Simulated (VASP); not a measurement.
Input of a VASP 6.6.1 run:

The input INCAR:

```
SYSTEM = ZnO
  PREC = Accurate
  ENCUT = 600
  EDIFF = 1E-6
  ISMEAR = 0
  SIGMA = 0.02
  LREAL = .False.
  LASPH = .True.
  NELM = 100
  ALGO = Normal
  ISIF = 3
  LWAVE = .False.
  LCHARG = .False.
  GGA = PE
  IBRION = 2
  NSW = 70
  EDIFFG = -0.02
```

File KPOINTS:

```
Automatic mesh
0
Gamma
  12 12 12
  0 0 0
```

POSCAR

```
ZnO
1.0
    0.0000000000      2.1634041867      2.1634041867
    2.1634041867      0.0000000000      2.1634041867
    2.1634041867      2.1634041867      0.0000000000
Zn O
1 1
Direct
    0.0000000000      0.0000000000      0.0000000000
    0.5000000000      0.5000000000      0.5000000000
```

Potentials or basis: VASP PAW PBE potentials, release 64 (Zn, O).

Launch:

```sh
$ cat potpaw_PBE.64/Zn/POTCAR potpaw_PBE.64/O/POTCAR > POTCAR
$ mpirun -np 1 vasp_std > vasp.out
```

**Question.** What does it give for the relaxed cell?

**Answer.** a = 3.066 Å, b = 3.066 Å, c = 3.066 Å, α = 60.00°, β = 60.00°, γ = 60.00°.

**Question.** Estimate the space group after relaxing (to 0.05 Å).

**Answer.** Fm-3m (No. 225).

The path:
| step | energy change (eV) | largest force (eV/Å) | pressure (GPa) | volume (Å³) |
| --- | --- | --- | --- | --- |
| 1 | 0.0000 | 0.0000 | 1.06 | 20.25 |
| 2 | -0.0003 | 0.0000 | -0.50 | 20.45 |
| 3 | -0.0005 | 0.0000 | -0.01 | 20.38 |

PBE usually gives volumes a little too large and moduli too small. Zero-point motion and thermal expansion aren't in these numbers.
